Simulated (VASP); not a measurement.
# Al (I4/mmm) in VASP: notebook

The runs below take Al through single point, with LDA.

Program: VASP 6.6.1. These are calculated values, not measurements. Logs are shortened: lines on timing, memory, paths and dates and some standing lists are left out, and cuts for length are marked.

## Step 1: The cell of the first run

The structure is tetragonal, space group I4/mmm (No. 139). Conventional cell: a = 3.138 Å, b = 3.138 Å, c = 3.382 Å, α = 90.00°, β = 90.00°, γ = 90.00°. Al (site symmetry 4/mmm) has 14 Al at 2.79 to 3.38 Å within 3.7 Å.

## Step 2: Single point, LDA (volume 16.650 Å^3 an atom, c/a of the conventional cell 1.0776)

File INCAR:

```
PREC = Accurate
ENCUT = 520
EDIFF = 1E-6
ISMEAR = 0
SIGMA = 0.15
LREAL = F
LASPH = T
NELM = 80
ALGO = Normal
ISIF = 2
LWAVE = F
LCHARG = F
NBANDS = 8
```

File KPOINTS:

```
regular mesh
0
Gamma
  22 22 22
```

File POSCAR:

```
Al
1.0
   -1.5690335184      1.5690335184      1.6907905194
    1.5690335184     -1.5690335184      1.6907905194
    1.5690335184      1.5690335184     -1.6907905194
Al
1
Direct
    0.0000000000      0.0000000000      0.0000000000
```

Potentials or basis: VASP PAW LDA potentials, release 64 (Al).

Run with:

```
cat potpaw_LDA.64/Al/POTCAR > POTCAR
mpirun -np 1 vasp_std > vasp.out
```

OUTCAR:

```text
PREC = Accurate
   ENCUT = 520
   EDIFF = 1E-6
   ISMEAR = 0
   LREAL = F
   LASPH = T
   NELM = 80
   ISIF = 2

 ion  position               nearest neighbor table
   1  0.000  0.000  0.000-

  LATTYP: Found a body centered tetragonal cell.
 ALAT       =     3.1380670368
 C/A-ratio  =     1.0776000000

  Lattice vectors:

 A1 = (  -1.5690335184,   1.5690335184,   1.6907905194)
 A2 = (   1.5690335184,  -1.5690335184,   1.6907905194)
 A3 = (   1.5690335184,   1.5690335184,  -1.6907905194)

Analysis of symmetry for initial positions (statically):
=====================================================================
 Subroutine PRICEL returns:
 Original cell was already a primitive cell.

 Routine SETGRP: Setting up the symmetry group for a
 body centered tetragonal supercell.

 Subroutine GETGRP returns: Found 16 space group operations
 (whereof 16 operations were pure point group operations)
 out of a pool of 16 trial point group operations.

The static configuration has the point symmetry D_4h.

Analysis of symmetry for dynamics (positions and initial velocities):
=====================================================================
 Subroutine PRICEL returns:
 Original cell was already a primitive cell.

 Routine SETGRP: Setting up the symmetry group for a
 body centered tetragonal supercell.

 Subroutine GETGRP returns: Found 16 space group operations
 (whereof 16 operations were pure point group operations)
 out of a pool of 16 trial point group operations.

The dynamic configuration has the point symmetry D_4h.

 Subroutine INISYM returns: Found 16 space group operations
 (whereof 16 operations are pure point group operations),
 and found     1 'primitive' translations

----------------------------------------------------------------------------------------

                                     Primitive cell

  volume of cell :      16.6500

  direct lattice vectors                    reciprocal lattice vectors
    -1.569033518  1.569033518  1.690790519     0.000000000  0.318667507  0.295719661
     1.569033518 -1.569033518  1.690790519     0.318667507  0.000000000  0.295719661
     1.569033518  1.569033518 -1.690790519     0.318667507  0.318667507  0.000000000

  length of vectors
     2.789714133  2.789714133  2.789714133     0.434740265  0.434740265  0.450663911

  position of ions in fractional coordinates (direct lattice)
     0.000000000  0.000000000  0.000000000

  ion indices of the primitive-cell ions
   primitive index   ion index
                 1           1

----------------------------------------------------------------------------------------

 KPOINTS: regular mesh

Automatic generation of k-mesh.
 Grid dimensions read from file:
 generate k-points for:   22   22   22

 Generating k-lattice:

  Cartesian coordinates                     Fractional coordinates (reciprocal lattice)
     0.000000000  0.014484887  0.013441803     0.045454545  0.000000000  0.000000000
     0.014484887  0.000000000  0.013441803     0.000000000  0.045454545  0.000000000
     0.014484887  0.014484887  0.000000000     0.000000000  0.000000000  0.045454545

  Length of vectors
     0.019760921  0.019760921  0.020484723

  Shift w.r.t. Gamma in fractional coordinates (k-lattice)
     0.000000000  0.000000000  0.000000000

 Subroutine IBZKPT returns following result:
 ===========================================

 Found    834 irreducible k-points:

 Following reciprocal coordinates:
            Coordinates               Weight
  0.000000  0.000000  0.000000      1.000000
  0.045455 -0.000000  0.000000      8.000000
  0.090909 -0.000000  0.000000      8.000000
  0.136364 -0.000000  0.000000      8.000000
  0.181818 -0.000000  0.000000      8.000000
  0.227273 -0.000000  0.000000      8.000000
[... 16 lines left out ...]
  0.500000  0.045455  0.000000     16.000000
 -0.454545  0.045455 -0.000000     16.000000
 [... further k-points ...]
   k-points           NKPTS =    834   k-points in BZ     NKDIM =    834   number of bands    NBANDS=      8
   number of dos      NEDOS =    301   number of ions     NIONS =      1
   total plane-waves  NPLWV =  13824
   dimension x,y,z NGX =    24 NGY =   24 NGZ =   24
   dimension x,y,z NGXF=    48 NGYF=   48 NGZF=   48
   ions per type =               1
   NGX,Y,Z   is equivalent  to a cutoff of  14.30, 14.30, 14.30 a.u.
   NGXF,Y,Z  is equivalent  to a cutoff of  28.60, 28.60, 28.60 a.u.
 SYSTEM =  unknown system
   PREC   = accura    normal or accurate (medium, high low for compatibility)
   ISTART =      0    job   : 0-new  1-cont  2-samecut
   ICHARG =      2    charge: 1-file 2-atom 10-const
   ISPIN  =      1    spin polarized calculation?
   LNONCOLLINEAR =      F non collinear calculations
   LSORBIT =      F    spin-orbit coupling
   LASPH  =      T    aspherical Exc in radial PAW
   ENCUT  =  520.0 eV  38.22 Ry    6.18 a.u.   5.19  5.19  5.19*2*pi/ulx,y,z
   NELM   =     80;   NELMIN=  2; NELMDL= -5     # of ELM steps
   EDIFF  = 0.1E-05   stopping-criterion for ELM
   LREAL  =      F    real-space projection
   EDIFFG = 0.1E-04   stopping-criterion for IOM
   NSW    =      0    number of steps for IOM
   IBRION =     -1    ionic relax: 0-MD 1-quasi-New 2-CG
   NFREE  =      0    steps in history (QN), initial steepest desc. (CG)
   ISIF   =      2    stress and relaxation
   ISYM   =      2    0-nonsym 1-usesym 2-fastsym
   POTIM  = 0.5000    time-step for ionic-motion
   TEBEG  =    0.0;   TEEND  =   0.0 temperature during run
   PSTRESS=    0.0 pullay stress
   NELECT =       3.0000    total number of electrons
   NUPDOWN=      -1.0000    fix difference up-down
   EMIN   =  10.00;   EMAX   =-10.00  energy-range for DOS
   EFERMI =   0.00;   METHOD = LEGACY
   ISMEAR =     0;   SIGMA  =   0.15  broadening in eV -4-tet -1-fermi 0-gaus
   EFERMI_NEDOS =   21; number of points for ismear=-14 and -15
   IALGO  =     38    algorithm
   IMIX   =      4    mixing-type and parameters
     AMIX     =   0.40;   BMIX     =  1.00
     AMIX_MAG =   1.60;   BMIX_MAG =  1.00
  volume/ion in A,a.u.               =      16.65       112.36
  Fermi-wavevector in a.u.,A,eV,Ry     =   0.924650  1.747334 11.632666  0.854977
  Thomas-Fermi vector in A             =   2.050418
   LORBIT       =      0    0 simple, 1 ext, 2 COOP (PROOUT), +10 PAW based schemes
   GGA     = CA    functional components
   LHFCALC =     F    Hartree Fock is set to
   AEXX    =    0.0000 exact exchange contribution
   IVDW    =     0    specifies the selected vdW correction
   LEPSILON=     F    determine dielectric tensor
   LRPA    =     F    only Hartree local field effects (RPA)
 non-spin polarized calculation
 Gauss-broadening in eV      SIGMA  =   0.15
  energy-cutoff  :      520.00
  volume of cell :       16.65
 maximum number of plane-waves:       460
 NGX is ok and might be reduce to    24
   NGX = 11   NGY = 11   NGZ = 11

 number of electron       3.0000000 magnetization

 Free energy of the ion-electron system (eV)
  ---------------------------------------------------
  ext. energy  EPLUGINS =         0.00000000
  ---------------------------------------------------
  free energy    TOTEN  =        -4.09877074 eV

  energy without entropy =       -4.09390709  energy(sigma->0) =       -4.09633891

 E-fermi :   7.6978     XC(G=0): -10.3132

 val. band max:        7.6912704062   @ k =   0.3182   0.0455   0.0455
 cond. band min:       7.7086158495   @ k =  -0.1364   0.3636   0.1364
 fundamental gap:      0.0173454433
 Fermi energy:         7.6978141904

 k-point     1 :       0.0000    0.0000    0.0000
  band No.  band energies     occupation
      1      -3.3361      2.00000
      2      20.3678      0.00000
      3      20.3678      0.00000
      4      21.6002      0.00000
      5      22.0139      0.00000
      6      22.0489      0.00000
      7      22.0489      0.00000
      8      22.9054      0.00000

 k-point     2 :       0.0455   -0.0000    0.0000
  band No.  band energies     occupation
      1      -3.2784      2.00000
      2      19.5112      0.00000
      3      20.0122      0.00000
      4      21.5130      0.00000
      5      21.5820      0.00000
      6      22.1676      0.00000
      7      22.7529      0.00000
      8      22.8750      0.00000

 k-point     3 :       0.0909   -0.0000    0.0000
  band No.  band energies     occupation
      1      -3.1055      2.00000
      2      17.8941      0.00000
      3      19.3445      0.00000
      4      20.8608      0.00000
      5      21.1004      0.00000
      6      22.5610      0.00000
      7      22.8161      0.00000
      8      23.7619      0.00000

 k-point     4 :       0.1364   -0.0000    0.0000
  band No.  band energies     occupation
      1      -2.8177      2.00000
      2      16.0903      0.00000
      3      18.6672      0.00000
      4      20.1136      0.00000
      5      20.5691      0.00000
      6      22.2491      0.00000
      7      23.1810      0.00000
      8      23.9337      0.00000

 k-point     5 :       0.1818   -0.0000    0.0000
  band No.  band energies     occupation
      1      -2.4159      2.00000
      2      14.2661      0.00000
      3      18.0523      0.00000
      4      19.3680      0.00000
      5      20.0534      0.00000
      6      21.6882      0.00000
      7      23.5132      0.00000
      8      24.2913      0.00000
[... 177 lines left out ...]
 k-point    22 :       0.4545    0.0455    0.0000
  band No.  band energies     occupation
      1       2.8800      2.00000
      2       4.2140      2.00000
      3      15.2585      0.00000
      4      16.4480      0.00000
      5      18.5930      0.00000
      6      19.9676      0.00000
      7      26.6462      0.00000
      8      28.6291      0.00000

 k-point    23 :       0.5000    0.0455    0.0000
  band No.  band energies     occupation
      1       2.9647      2.00000
      2       4.1217      2.00000
      3      15.3389      0.00000
      4      16.3619      0.00000
      5      18.6604      0.00000
      6      19.8812      0.00000
      7      26.0529      0.00000
      8      29.1760      0.00000

 k-point    24 :      -0.4545    0.0455   -0.0000
  band No.  band energies     occupation
      1       1.8613      2.00000
      2       5.4195      2.00000
      3      15.5183      0.00000
      4      16.3745      0.00000
      5      18.8208      0.00000
      6      19.8894      0.00000
      7      25.3460      0.00000
      8      29.3155      0.00000

 [... further k-points ...]
[... 5 lines left out ...]
  --------------------------------------------------------------------------------------
  -------------------------------------------------------------------------------------
  Total       -0.3083003     -0.3083003      0.0075125      0.0000000     -0.0000000      0.0000000
  in kB      -29.6667724    -29.6667724      0.7229022      0.0000000     -0.0000000      0.0000000
  external PRESSURE =     -19.5368809 kB  Pullay stress =       0.0000000 kB

 VOLUME and BASIS-vectors are now :
 -----------------------------------------------------------------------------
  energy-cutoff  :      520.00
  volume of cell :       16.65
      direct lattice vectors                 reciprocal lattice vectors
    -1.569033518  1.569033518  1.690790519     0.000000000  0.318667507  0.295719661
     1.569033518 -1.569033518  1.690790519     0.318667507  0.000000000  0.295719661
     1.569033518  1.569033518 -1.690790519     0.318667507  0.318667507  0.000000000

 POSITION                                       TOTAL-FORCE (eV/Angst)
 -----------------------------------------------------------------------------------
      0.00000      0.00000      0.00000        -0.000000     -0.000000     -0.000000
 -----------------------------------------------------------------------------------
    total drift:                                0.000000     -0.000000      0.000000

  FREE ENERGIE OF THE ION-ELECTRON SYSTEM (eV)
  ---------------------------------------------------
  free  energy   TOTEN  =        -4.0987707360 eV

  energy  without entropy=       -4.0939070857  energy(sigma->0) =       -4.09633891
```

It took 23 s on 1 thread of Intel Xeon 6975P-C (Granite Rapids), shared host; peak memory 0.2 GiB.

Results:

- Free energy: -4.0988 eV
- Pressure: -2.0 GPa

Stress tensor (GPa, compression positive):
```
-2.97  0.00  0.00
 0.00 -2.97  0.00
 0.00  0.00  0.07
```

Levels at points of the mesh, in eV from the Fermi level:
```tsv
k point	band 1	band 2	band 3	band 4	band 5	band 6
(0.00, 0.00, 0.00)	-11.03	12.67	12.67	13.90	14.32	14.35
(0.50, 0.00, 0.00)	-4.35	-4.07	8.48	8.81	10.47	11.56
(0.50, 0.50, 0.00)	-3.99	-3.40	7.14	7.32	8.73	10.72
(0.50, 0.50, 0.50)	0.55	2.29	2.53	2.53	3.49	5.70
```

## Step 3: Single point, LDA (volume 16.650 Å^3 an atom, c/a of the conventional cell 1.2513)

File INCAR:

```
SYSTEM = Al
  ALGO = Normal
  EDIFF = 1E-7
  ENCUT = 520
  GGA = CA
  ISIF = 2
  ISMEAR = 0
  LASPH = .True.
  LCHARG = .True.
  LELF = .True.
  LREAL = .False.
  LVHAR = .True.
  LWAVE = .False.
  NBANDS = 8
  NELM = 80
  PREC = Accurate
  SIGMA = 0.15
```

File KPOINTS:

```
k-points
0
Gamma
  22 22 22
  0 0 0
```

File POSCAR:

```
Al
1.0
   -1.4927861623      1.4927861623      1.8679233249
    1.4927861623     -1.4927861623      1.8679233249
    1.4927861623      1.4927861623     -1.8679233249
Al
1
Direct
    0.0000000000      0.0000000000      0.0000000000
```

Potentials or basis: VASP PAW LDA potentials, release 64 (Al).

Run with:

```
cat potpaw_LDA.64/Al/POTCAR > POTCAR
mpirun -np 1 vasp_std > vasp.out
```

It took 27 s on 1 thread of Intel Xeon 6975P-C (Granite Rapids), shared host; peak memory 0.2 GiB.

It converged, with:

| Property | Result |
| --- | --- |
| Free energy | -4.1594 eV |
| Pressure | -3.0 GPa |

Stress tensor (GPa, compression positive):
```
-4.81  0.00  0.00
 0.00 -4.81  0.00
 0.00  0.00  0.49
```

Levels at points of the mesh, in eV from the Fermi level:
| k point | band 1 | band 2 | band 3 | band 4 | band 5 | band 6 |
| --- | --- | --- | --- | --- | --- | --- |
| (0.00, 0.00, 0.00) | -11.01 | 12.33 | 12.33 | 13.58 | 13.66 | 14.02 |
| (0.50, 0.00, 0.00) | -4.45 | -4.29 | 9.82 | 10.15 | 11.56 | 12.05 |
| (0.50, 0.50, 0.00) | -3.39 | -2.41 | 5.98 | 6.02 | 6.82 | 9.70 |
| (0.50, 0.50, 0.50) | -1.53 | 0.15 | 4.11 | 4.11 | 4.46 | 7.40 |
